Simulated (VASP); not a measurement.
# HfN (P6_3/mmc) in VASP: further runs

HfN is run at these levels: LDA; tasks: single point.

All numbers are computed with VASP 6.6.1; they aren't measurements. Logs are shortened: lines on timing, memory, paths and dates and some standing lists are left out, and cuts for length are marked.

## Step 1: The cell of the first run

The structure is hexagonal, space group P6_3/mmc (No. 194). Conventional cell: a = 3.134 Å, b = 3.134 Å, c = 5.417 Å, α = 90.00°, β = 90.00°, γ = 120.00°. Within 3.0 Å of Hf (site symmetry -6m2) lie 6 N at 2.26 Å. N (site symmetry -3m) has 6 Hf at 2.26 Å and 2 N at 2.71 Å within 3.0 Å.

## Step 2: Single point, LDA

INCAR reads:

```
PREC     = Accurate       # precision mode
ENCUT    = 600            # plane-wave cutoff, eV
EDIFF    = 1E-6           # SCF threshold, eV
ISMEAR   = -1             # smearing method
SIGMA    = 0.1            # smearing width, eV
LREAL    = False          # projectors in reciprocal space
LASPH    = True           # aspherical terms in the spheres
NELM     = 120            # most SCF steps
ALGO     = Normal         # electronic algorithm
ISIF     = 2              # what is computed and relaxed
LWAVE    = False          # write WAVECAR
LCHARG   = True           # write CHGCAR
LELF     = True           # ELF
LVHAR    = True         
NBANDS   = 23             # bands
GGA_COMPAT= False
```

KPOINTS reads:

```
regular mesh
0
Gamma
  8 8 4
```

POSCAR reads:

```
HfN
1.0
    3.1339100000      0.0000000000      0.0000000000
   -1.5669550000      2.7140456732      0.0000000000
    0.0000000000      0.0000000000      5.4167700000
Hf N
2 2
Direct
    0.6666666667      0.3333333333      0.7500000000
    0.3333333333      0.6666666667      0.2500000000
    0.0000000000      0.0000000000      0.0000000000
    0.0000000000      0.0000000000      0.5000000000
```

Potentials or basis: VASP PAW LDA potentials, release 64 (Hf_pv, N).

The run is started by

```sh
cat potpaw_LDA.64/Hf_pv/POTCAR potpaw_LDA.64/N/POTCAR > POTCAR
mpirun -np 1 vasp_std > vasp.out
```

OUTCAR:

```text
PREC = Accurate
   ENCUT = 600
   EDIFF = 1E-6
   ISMEAR = -1
   LREAL = False
   LASPH = True
   NELM = 120
   ISIF = 2

 ion  position               nearest neighbor table
   1  0.667  0.333  0.750-   3 2.26   4 2.26   3 2.26   4 2.26   3 2.26   4 2.26   2 3.26   2 3.26
                             2 3.26   2 3.26   2 3.26   2 3.26
   2  0.333  0.667  0.250-   3 2.26   4 2.26   3 2.26   4 2.26   3 2.26   4 2.26   1 3.26   1 3.26
                             1 3.26   1 3.26   1 3.26   1 3.26
   3  0.000  0.000  0.000-   1 2.26   2 2.26   1 2.26   2 2.26   1 2.26   2 2.26
   4  0.000  0.000  0.500-   1 2.26   2 2.26   1 2.26   2 2.26   1 2.26   2 2.26

  LATTYP: Found a hexagonal cell.
 ALAT       =     3.1339100000
 C/A-ratio  =     1.7284382768

  Lattice vectors:

 A1 = (   3.1339100000,   0.0000000000,   0.0000000000)
 A2 = (  -1.5669550000,   2.7140456732,   0.0000000000)
 A3 = (   0.0000000000,   0.0000000000,   5.4167700000)

Analysis of symmetry for initial positions (statically):
=====================================================================
 Subroutine PRICEL returns:
 Original cell was already a primitive cell.

 Routine SETGRP: Setting up the symmetry group for a
 hexagonal supercell.

 Subroutine GETGRP returns: Found 24 space group operations
 (whereof 12 operations were pure point group operations)
 out of a pool of 24 trial point group operations.

The static configuration has the point symmetry D_3d.
 The point group associated with its full space group is D_6h.

Analysis of symmetry for dynamics (positions and initial velocities):
=====================================================================
 Subroutine PRICEL returns:
 Original cell was already a primitive cell.

 Routine SETGRP: Setting up the symmetry group for a
 hexagonal supercell.

 Subroutine GETGRP returns: Found 24 space group operations
 (whereof 12 operations were pure point group operations)
 out of a pool of 24 trial point group operations.

The dynamic configuration has the point symmetry D_3d.
 The point group associated with its full space group is D_6h.

 Subroutine INISYM returns: Found 24 space group operations
 (whereof 12 operations are pure point group operations),
 and found     1 'primitive' translations

----------------------------------------------------------------------------------------

                                     Primitive cell

  volume of cell :      46.0727

[... 92 lines left out ...]
   EDIFF  = 0.1E-05   stopping-criterion for ELM
   LREAL  =      F    real-space projection
   EDIFFG = 0.1E-04   stopping-criterion for IOM
   NSW    =      0    number of steps for IOM
   IBRION =     -1    ionic relax: 0-MD 1-quasi-New 2-CG
   NFREE  =      0    steps in history (QN), initial steepest desc. (CG)
   ISIF   =      2    stress and relaxation
   ISYM   =      2    0-nonsym 1-usesym 2-fastsym
   POTIM  = 0.5000    time-step for ionic-motion
   TEBEG  =    0.0;   TEEND  =   0.0 temperature during run
   PSTRESS=    0.0 pullay stress
   NELECT =      30.0000    total number of electrons
   NUPDOWN=      -1.0000    fix difference up-down
   EMIN   =  10.00;   EMAX   =-10.00  energy-range for DOS
   EFERMI =   0.00;   METHOD = LEGACY
   ISMEAR =    -1;   SIGMA  =   0.10  broadening in eV -4-tet -1-fermi 0-gaus
   EFERMI_NEDOS =   21; number of points for ismear=-14 and -15
   IALGO  =     38    algorithm
   IMIX   =      4    mixing-type and parameters
     AMIX     =   0.40;   BMIX     =  1.00
     AMIX_MAG =   1.60;   BMIX_MAG =  1.00
  volume/ion in A,a.u.               =      11.52        77.73
  Fermi-wavevector in a.u.,A,eV,Ry     =   1.418950  2.681428 27.394247  2.013420
  Thomas-Fermi vector in A             =   2.540022
   LORBIT       =      0    0 simple, 1 ext, 2 COOP (PROOUT), +10 PAW based schemes
   GGA     = CA    functional components
   LHFCALC =     F    Hartree Fock is set to
   AEXX    =    0.0000 exact exchange contribution
   IVDW    =     0    specifies the selected vdW correction
   LEPSILON=     F    determine dielectric tensor
   LRPA    =     F    only Hartree local field effects (RPA)
 non-spin polarized calculation
  energy-cutoff  :      600.00
  volume of cell :       46.07
 maximum number of plane-waves:      1581
 NGX is ok and might be reduce to    28
   NGX = 13   NGY = 13   NGZ = 21

 number of electron      29.9999999 magnetization

 Free energy of the ion-electron system (eV)
  ---------------------------------------------------
  ext. energy  EPLUGINS =         0.00000000
  ---------------------------------------------------
  free energy    TOTEN  =       -47.55543519 eV

  energy without entropy =      -47.50521710  energy(sigma->0) =      -47.53032614

 E-fermi :   7.6247     XC(G=0): -12.9907

 val. band max:        7.6213994195   @ k =   0.2500   0.2500   0.5000
 cond. band min:       7.7912739114   @ k =   0.1250   0.1250   0.5000
 fundamental gap:      0.1698744919
 Fermi energy:         7.6246691025

 k-point     1 :       0.0000    0.0000    0.0000
  band No.  band energies     occupation
      1     -23.7679      2.00000
      2     -22.8876      2.00000
      3     -22.7885      2.00000
      4     -22.7885      2.00000
      5     -22.7262      2.00000
      6     -22.7262      2.00000
[... 613 lines left out ...]
     22      13.2224      0.00000
     23      14.9394      0.00000

 [... further k-points ...]

------------------------ aborting loop because EDIFF is reached ----------------------------------------

  FORCE on cell =-STRESS in cart. coord.  units (eV):
  Direction    XX          YY          ZZ          XY          YZ          ZX
  --------------------------------------------------------------------------------------
  -------------------------------------------------------------------------------------
  Total       -2.8357473     -2.8357473     -2.8396864      0.0000000      0.0000000      0.0000000
  in kB      -98.6129709    -98.6129709    -98.7499537      0.0000000      0.0000000      0.0000000
  external PRESSURE =     -98.6586318 kB  Pullay stress =       0.0000000 kB

 VOLUME and BASIS-vectors are now :
 -----------------------------------------------------------------------------
  energy-cutoff  :      600.00
  volume of cell :       46.07
      direct lattice vectors                 reciprocal lattice vectors
     3.133910000  0.000000000  0.000000000     0.319090210  0.184226819  0.000000000
    -1.566955000  2.714045673  0.000000000     0.000000000  0.368453637  0.000000000
     0.000000000  0.000000000  5.416770000     0.000000000  0.000000000  0.184611863

 POSITION                                       TOTAL-FORCE (eV/Angst)
 -----------------------------------------------------------------------------------
      1.56696      0.90468      4.06258        -0.000000      0.000000      0.000000
     -0.00000      1.80936      1.35419        -0.000000     -0.000000      0.000000
      0.00000      0.00000      0.00000         0.000000      0.000000      0.000000
      0.00000      0.00000      2.70838        -0.000000      0.000000      0.000000
 -----------------------------------------------------------------------------------
    total drift:                               -0.000000      0.000000     -0.000000

  FREE ENERGIE OF THE ION-ELECTRON SYSTEM (eV)
  ---------------------------------------------------
  free  energy   TOTEN  =       -47.5554351861 eV

  energy  without entropy=      -47.5052170962  energy(sigma->0) =      -47.53032614
```

OSZICAR:

```text
N       E                     dE             d eps       ncg     rms          rms(c)
DAV:   1     0.118949368360E+03    0.11895E+03   -0.17921E+04  1380   0.145E+03
DAV:   2    -0.473764100646E+02   -0.16633E+03   -0.15666E+03  1778   0.331E+02
DAV:   3    -0.535996371993E+02   -0.62232E+01   -0.61736E+01  1787   0.486E+01
DAV:   4    -0.536537080240E+02   -0.54071E-01   -0.54016E-01  1608   0.485E+00
DAV:   5    -0.536543267250E+02   -0.61870E-03   -0.61862E-03  1861   0.434E-01    0.757E+01
DAV:   6    -0.478162972634E+02    0.58380E+01   -0.27761E+01  1590   0.267E+01    0.585E+01
DAV:   7    -0.476224830284E+02    0.19381E+00   -0.23793E+00  1597   0.888E+00    0.239E+01
DAV:   8    -0.475637234238E+02    0.58760E-01   -0.22034E-01  1880   0.280E+00    0.370E+00
DAV:   9    -0.475561768435E+02    0.75466E-02   -0.35335E-02  1562   0.114E+00    0.294E+00
DAV:  10    -0.475558456831E+02    0.33116E-03   -0.84342E-03  1690   0.569E-01    0.136E+00
DAV:  11    -0.475554328615E+02    0.41282E-03   -0.18027E-03  1632   0.257E-01    0.760E-02
DAV:  12    -0.475554361349E+02   -0.32734E-05   -0.88753E-05  1717   0.639E-02    0.125E-01
DAV:  13    -0.475554351861E+02    0.94879E-06   -0.39195E-06  1357   0.123E-02
   1 F= -.47555435E+02 E0= -.47530326E+02  d E =-.502181E-01
```

It took 47 s on 1 thread of Intel Xeon 6975P-C (Granite Rapids), shared host; peak memory 0.18 GiB.

Results:

```yaml
Free_energy: -47.5554 eV
Pressure: -9.9 GPa
Band_gap_on_the_k_mesh: zero (bands 15 and 16 overlap by 2.28 eV)
```

Levels at points of the mesh, in eV from the Fermi level:
```tsv
k point	band 11	band 12	band 13	band 14	band 15	band 16	band 17	band 18	band 19	band 20
(0.00, 0.00, 0.00)	-4.57	-3.42	-3.42	-1.54	-0.52	0.82	0.82	1.34	1.93	1.93
(0.50, 0.00, 0.00)	-5.58	-5.32	-3.07	-2.64	-2.25	2.60	2.91	4.54	4.73	5.61
(0.00, 0.00, 0.50)	-4.22	-4.22	-4.22	-4.22	1.98	1.98	3.00	3.00	3.00	3.00
(0.50, 0.00, 0.50)	-5.31	-5.31	-4.31	-4.31	-0.10	-0.10	4.85	4.85	4.89	4.89
```

Caveat: the cell stands under tension; spin-orbit coupling is left out, which moves the levels of the heavy elements.

## Step 3: Single point, LDA

INCAR reads:

```
SYSTEM = HfN
ALGO = Normal ; EDIFF = 1E-6
ENCUT = 600 ; GGA = CA
GGA_COMPAT = .False. ; ISIF = 2
ISMEAR = -1 ; LASPH = .True.
LCHARG = .False. ; LREAL = .False.
LWAVE = .False. ; NBANDS = 23
NELM = 120 ; PREC = Accurate
SIGMA = 0.1
```

KPOINTS reads:

```
k-points
0
Gamma
  8 8 4
  0 0 0
```

POSCAR is that of step 2.

Potentials or basis: VASP PAW LDA potentials, release 64 (Hf_pv, N).

The run is started by

```sh
cat potpaw_LDA.64/Hf_pv/POTCAR potpaw_LDA.64/N/POTCAR > POTCAR
mpirun -np 1 vasp_std > vasp.out
```

Run time: 41 s. Hardware: 1 thread of Intel Xeon 6975P-C (Granite Rapids), shared host; peak memory 0.17 GiB.

Results (log left out):

| Property | Result |
| --- | --- |
| Free energy | -47.5554 eV |
| Pressure | -9.9 GPa |
| Band gap on the k mesh | zero (bands 15 and 16 overlap by 2.28 eV) |

Levels at points of the mesh, in eV from the Fermi level:
```csv
k point,band 12,band 13,band 14,band 15,band 16,band 17,band 18,band 19
"(0.00, 0.00, 0.00)",-3.42,-3.42,-1.54,-0.52,0.82,0.82,1.34,1.93
"(0.50, 0.00, 0.00)",-5.32,-3.07,-2.64,-2.25,2.60,2.91,4.54,4.73
"(0.00, 0.00, 0.50)",-4.22,-4.22,-4.22,1.98,1.98,3.00,3.00,3.00
"(0.50, 0.00, 0.50)",-5.31,-4.31,-4.31,-0.10,-0.10,4.85,4.85,4.89
```

Caveat: the cell stands under tension; spin-orbit coupling is left out, which moves the levels of the heavy elements.

## Step 4: Single point, LDA

INCAR reads:

```
SYSTEM = HfN
ALGO = Normal
EDIFF = 1E-6
ENCUT = 600
GGA_COMPAT = .FALSE.
ISIF = 2
ISMEAR = -1
LASPH = .TRUE.
LCHARG = .TRUE.
LELF = .TRUE.
LREAL = .FALSE.
LVHAR = .TRUE.
LWAVE = .FALSE.
NBANDS = 23
NELM = 120
PREC = Accurate
SIGMA = 0.1
```

KPOINTS reads:

```
k-points
0
G
  8 8 4
  0 0 0
```

POSCAR is that of step 3.

The run is started by

```sh
cat potpaw_LDA.64/Hf_pv/POTCAR potpaw_LDA.64/N/POTCAR > POTCAR
mpirun -np 1 vasp_std > vasp.out
```

It took 48 s on 1 thread of Intel Xeon 6975P-C (Granite Rapids), shared host; peak memory 0.17 GiB.

It converged, with:

```
Free energy            : -47.5554 eV
Pressure               : -9.9 GPa
Band gap on the k mesh : zero (bands 15 and 16 overlap by 2.28 eV)
```

Levels at points of the mesh, in eV from the Fermi level:
| k point | band 11 | band 12 | band 13 | band 14 | band 15 | band 16 | band 17 | band 18 | band 19 | band 20 |
| --- | --- | --- | --- | --- | --- | --- | --- | --- | --- | --- |
| (0.00, 0.00, 0.00) | -4.57 | -3.42 | -3.42 | -1.54 | -0.52 | 0.82 | 0.82 | 1.34 | 1.93 | 1.93 |
| (0.50, 0.00, 0.00) | -5.58 | -5.32 | -3.07 | -2.64 | -2.25 | 2.60 | 2.91 | 4.54 | 4.73 | 5.61 |
| (0.00, 0.00, 0.50) | -4.22 | -4.22 | -4.22 | -4.22 | 1.98 | 1.98 | 3.00 | 3.00 | 3.00 | 3.00 |
| (0.50, 0.00, 0.50) | -5.31 | -5.31 | -4.31 | -4.31 | -0.10 | -0.10 | 4.85 | 4.85 | 4.89 | 4.89 |

Caveat: the cell stands under tension; spin-orbit coupling is left out, which moves the levels of the heavy elements.
